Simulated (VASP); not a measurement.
The system is Tl3Cu.

```
Tl Cu
1.0
     4.71700    0.00000    0.00000
     0.00000    4.71700    0.00000
     0.00000    0.00000    4.71700
Tl Cu
3 1
Direct
  0.50000 0.50000 0.00000
  0.50000 0.00000 0.50000
  0.00000 0.50000 0.50000
  0.00000 0.00000 0.00000
```

* Program: VASP 6.6.1
* Task: relaxation of cell and atoms
* Functional: PBE
* Dispersion: D3(BJ)
* Potentials or basis: VASP PAW PBE potentials, release 64 (Tl_d, Cu)
* Cutoff: 600 eV
* k mesh: 6 × 6 × 6
* Occupations: fermi-dirac, width 0.05 eV
* Spin: no spin polarisation

At the start: pressure -2.1 GPa; volume 26.24 Å³/atom.

Task: Where does the relaxation end?

Result: Over 5 steps the energy falls by 11.0 meV/atom and the volume is 24.64 Å³/atom (-6.1 %); space group Pm-3m (No. 221, to 0.1 Å) before and after.

The path:
```tsv
step	energy change (eV)	largest force (eV/Å)	pressure (GPa)	volume (Å³)
1	0.0000	0.0000	-2.09	104.95
2	-0.0421	0.0000	-0.65	99.84
3	-0.0377	0.0000	0.86	96.41
4	-0.0438	0.0000	0.11	98.32
5	-0.0439	0.0000	0.05	98.55
```

Final structure:
```cif
data_structure
_symmetry_space_group_name_H-M 'P 1'
_symmetry_Int_Tables_number 1
_cell_length_a 4.6190
_cell_length_b 4.6190
_cell_length_c 4.6190
_cell_angle_alpha 90.000
_cell_angle_beta 90.000
_cell_angle_gamma 90.000
_cell_volume 98.55
loop_
_atom_site_label
_atom_site_type_symbol
_atom_site_fract_x
_atom_site_fract_y
_atom_site_fract_z
_atom_site_occupancy
Tl1 Tl 0.50000 0.50000 0.00000 1
Tl2 Tl 0.50000 0.00000 0.50000 1
Tl3 Tl 0.00000 0.50000 0.50000 1
Cu1 Cu 0.00000 0.00000 0.00000 1
```
